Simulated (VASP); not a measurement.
Wanted: the native input for a VASP 6.6.1 run.

```yaml
Task: single point
Functional: LDA
Potentials_or_basis: VASP PAW LDA potentials, release 64 (K_sv, F)
Cutoff: 520 eV
k_mesh: 8 × 8 × 8
Occupations: gaussian, width 0.05 eV
Spin: no spin polarisation
Dipole_correction: no
Further_INCAR_settings: ALGO = Normal; EDIFF = 1e-06; NBANDS = 15
```

The structure of KF lies in POSCAR:

```
KF
1.0
    0.0000000000      2.5817196783      2.6785341662
    2.4461793952      0.0000000000      2.6785341662
    2.4461793952      2.5817196783      0.0000000000
K F
1 1
Direct
    0.0000000000      0.0000000000      0.0000000000
    0.5000000000      0.5000000000      0.5000000000
```

This cell differs from its parent crystal: normal strain along x -0.0525, normal strain along z +0.0375.

These files were run (other wordings do the same):

INCAR

```
SYSTEM = KF
  PREC = Accurate
  ENCUT = 520
  EDIFF = 1E-6
  ISMEAR = 0
  SIGMA = 0.05
  LREAL = .FALSE.
  LASPH = .TRUE.
  NELM = 60
  ALGO = Normal
  ISIF = 2
  LWAVE = .FALSE.
  LCHARG = .TRUE.
  GGA = CA
  LELF = .TRUE.
  LVHAR = .TRUE.
  NBANDS = 15
```

KPOINTS

```
Automatic mesh
0
G
  8 8 8
  0 0 0
```

Potentials or basis: VASP PAW LDA potentials, release 64 (K_sv, F).

The run is started by

```bash
$ cat potpaw_LDA.64/K_sv/POTCAR potpaw_LDA.64/F/POTCAR > POTCAR
$ mpirun -np 1 vasp_std > vasp.out
```

It gave:

* Pressure: 1.9 GPa
* Band gap on the k mesh: 6.23 eV, indirect (least direct gap 6.24 eV)

Caveat: the cell differs from its parent crystal (normal strain along x -0.0525, normal strain along z +0.0375).

Run time: 22 s on 1 thread of Intel(R) Xeon(R) 6975P-C (Granite Rapids), on a shared host, peak memory 0.16 GiB.
